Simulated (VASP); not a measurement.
# AlN (P6_3mc) in VASP: further runs, part 2 of 2

VASP 6.6.1.

### 3 Single point, r2SCAN

This run uses another cell than the first one, of 10.76 Å³/atom, 1.015 times its volume.

POSCAR

```
AlN
1.0
    3.1830984305      0.0000000000      0.0000000000
   -1.5915492152      2.7566441035      0.0000000000
    0.0000000000      0.0000000000      4.9066271800
Al N
2 2
Direct
    0.3333333333      0.6666666667     -0.0016767770
    0.6666666667      0.3333333333      0.4983232230
    0.3333333333      0.6666666667      0.3866767770
    0.6666666667      0.3333333333      0.8866767770
```

INCAR.step1

```
PREC = Accurate
ENCUT = 520
ISMEAR = 0
SIGMA = 0.02
LREAL = F
LASPH = T
NELM = 60
NBANDS = 16
GGA = PE
ALGO = Normal
EDIFF = 1E-4
LWAVE = T
LCHARG = F
```

INCAR.step2

```
PREC = Accurate
ENCUT = 520
EDIFF = 1E-6
ISMEAR = 0
SIGMA = 0.02
LREAL = F
LASPH = T
NELM = 60
ALGO = Normal
ISIF = 2
LWAVE = F
LCHARG = F
METAGGA = R2SCAN
LMIXTAU = T
NBANDS = 16
ISTART = 1
```

KPOINTS

```
Automatic mesh
0
Gamma
  9 9 6
```

Potentials or basis: VASP PAW PBE potentials, release 64 (Al, N).

Run with:

```bash
$ cat potpaw_PBE.64/Al/POTCAR potpaw_PBE.64/N/POTCAR > POTCAR
$ cp INCAR.step1 INCAR
$ mpirun -np 1 vasp_std > vasp.out
$ cp INCAR.step2 INCAR
$ mpirun -np 1 vasp_std > vasp.out
```

OUTCAR:

```text
PREC = Accurate
   ENCUT = 520
   EDIFF = 1E-6
   ISMEAR = 0
   LREAL = F
   LASPH = T
   NELM = 60
   ISIF = 2
   METAGGA = R2SCAN
   ISTART = 1

 ion  position               nearest neighbor table
   1  0.333  0.667  0.998-   3 1.91   4 1.92   4 1.92   4 1.92   2 3.07   2 3.07   2 3.07   2 3.07
                             2 3.07   2 3.07
   2  0.667  0.333  0.498-   4 1.91   3 1.92   3 1.92   3 1.92   1 3.07   1 3.07   1 3.07   1 3.07
                             1 3.07   1 3.07
   3  0.333  0.667  0.387-   1 1.91   2 1.92   2 1.92   2 1.92
   4  0.667  0.333  0.887-   2 1.91   1 1.92   1 1.92   1 1.92

  LATTYP: Found a hexagonal cell.
 ALAT       =     3.1830984305
 C/A-ratio  =     1.5414625991

  Lattice vectors:

 A1 = (   3.1830984305,   0.0000000000,   0.0000000000)
 A2 = (  -1.5915492152,   2.7566441035,   0.0000000000)
 A3 = (   0.0000000000,   0.0000000000,   4.9066271800)

Analysis of symmetry for initial positions (statically):
=====================================================================
 Subroutine PRICEL returns:
 Original cell was already a primitive cell.

 Routine SETGRP: Setting up the symmetry group for a
 hexagonal supercell.

 Subroutine GETGRP returns: Found 12 space group operations
 (whereof  6 operations were pure point group operations)
 out of a pool of 24 trial point group operations.

The static configuration has the point symmetry C_3v.
 The point group associated with its full space group is C_6v.

Analysis of symmetry for dynamics (positions and initial velocities):
=====================================================================
 Subroutine PRICEL returns:
 Original cell was already a primitive cell.

 Routine SETGRP: Setting up the symmetry group for a
 hexagonal supercell.

 Subroutine GETGRP returns: Found 12 space group operations
 (whereof  6 operations were pure point group operations)
 out of a pool of 24 trial point group operations.

The dynamic configuration has the point symmetry C_3v.
 The point group associated with its full space group is C_6v.

 Subroutine INISYM returns: Found 12 space group operations
 (whereof  6 operations are pure point group operations),
[... 119 lines left out ...]
     AMIX     =   0.40;   BMIX     =  1.00
     AMIX_MAG =   1.60;   BMIX_MAG =  1.00
  volume/ion in A,a.u.               =      10.76        72.64
  Fermi-wavevector in a.u.,A,eV,Ry     =   1.177001  2.224210 18.848582  1.385332
  Thomas-Fermi vector in A             =   2.313355
   LORBIT       =      0    0 simple, 1 ext, 2 COOP (PROOUT), +10 PAW based schemes
   METAGGA = R2SCAN    functional components
   LHFCALC =     F    Hartree Fock is set to
   AEXX    =    0.0000 exact exchange contribution
   IVDW    =     0    specifies the selected vdW correction
   LEPSILON=     F    determine dielectric tensor
   LRPA    =     F    only Hartree local field effects (RPA)
 non-spin polarized calculation
 Gauss-broadening in eV      SIGMA  =   0.02
  energy-cutoff  :      520.00
  volume of cell :       43.05
 maximum number of plane-waves:      1172
 NGX is ok and might be reduce to    24
   NGX = 11   NGY = 11   NGZ = 19

 number of electron      16.0000005 magnetization

 Free energy of the ion-electron system (eV)
  ---------------------------------------------------
  ext. energy  EPLUGINS =         0.00000000
  ---------------------------------------------------
  free energy    TOTEN  =       -38.38168440 eV

  energy without entropy =      -38.38168440  energy(sigma->0) =      -38.38168440

 E-fermi :   5.9420     XC(G=0): -11.2650

 val. band max:        5.8254540319   @ k =   0.0000   0.0000   0.0000
 cond. band min:      10.2210911184   @ k =   0.0000   0.0000   0.0000
 fundamental gap:      4.3956370865
 Fermi energy:         5.9419847011

 k-point     1 :       0.0000    0.0000    0.0000
  band No.  band energies     occupation
      1     -10.1794      2.00000
      2      -7.9984      2.00000
      3      -0.1798      2.00000
      4       4.5429      2.00000
      5       4.5429      2.00000
      6       5.3127      2.00000
[... 433 lines left out ...]
      3       0.9165      2.00000
      4       1.4456      2.00000
      5       1.4456      2.00000
      6       3.0491      2.00000
[... 8 lines left out ...]
     15      19.2232      0.00000
     16      21.1573      0.00000

 [... further k-points ...]
[... 5 lines left out ...]
  --------------------------------------------------------------------------------------
  -------------------------------------------------------------------------------------
  Total       -3.0338408     -3.0338408     -0.0784564     -0.0000000      0.0000000      0.0000000
  in kB     -112.8988544   -112.8988544     -2.9196126     -0.0000000      0.0000000      0.0000000
  external PRESSURE =     -76.2391071 kB  Pullay stress =       0.0000000 kB

 VOLUME and BASIS-vectors are now :
 -----------------------------------------------------------------------------
  energy-cutoff  :      520.00
  volume of cell :       43.05
      direct lattice vectors                 reciprocal lattice vectors
     3.183098430  0.000000000  0.000000000     0.314159308  0.181379961  0.000000000
    -1.591549215  2.756644104  0.000000000     0.000000000  0.362759922  0.000000000
     0.000000000  0.000000000  4.906627180     0.000000000  0.000000000  0.203805988

 POSITION                                       TOTAL-FORCE (eV/Angst)
 -----------------------------------------------------------------------------------
     -0.00000      1.83776      4.89840         0.000000     -0.000000     -0.004054
      1.59155      0.91888      2.44509        -0.000000      0.000000     -0.004054
     -0.00000      1.83776      1.89728        -0.000000     -0.000000      0.004054
      1.59155      0.91888      4.35059         0.000000     -0.000000      0.004054
 -----------------------------------------------------------------------------------
    total drift:                               -0.000000      0.000000     -0.029329

  FREE ENERGIE OF THE ION-ELECTRON SYSTEM (eV)
  ---------------------------------------------------
  free  energy   TOTEN  =       -38.3816843966 eV

  energy  without entropy=      -38.3816843966  energy(sigma->0) =      -38.38168440
```

It took 1.9 min on 1 thread of Intel Xeon 8259CL, shared host; peak memory 0.17 GiB.

What came out:

* Free energy: -38.3817 eV
* Pressure: -7.6 GPa
* Largest force: 0.004 eV/Å
* Band gap on the k mesh: 4.40 eV, direct

Forces in eV/Å, atoms in the order of the input:
```
Al   0.000  0.000 -0.004
Al   0.000  0.000 -0.004
N    0.000  0.000  0.004
N    0.000  0.000  0.004
```

Caveat: the PAW data sets were made with another functional, which shifts forces and pressure a little.
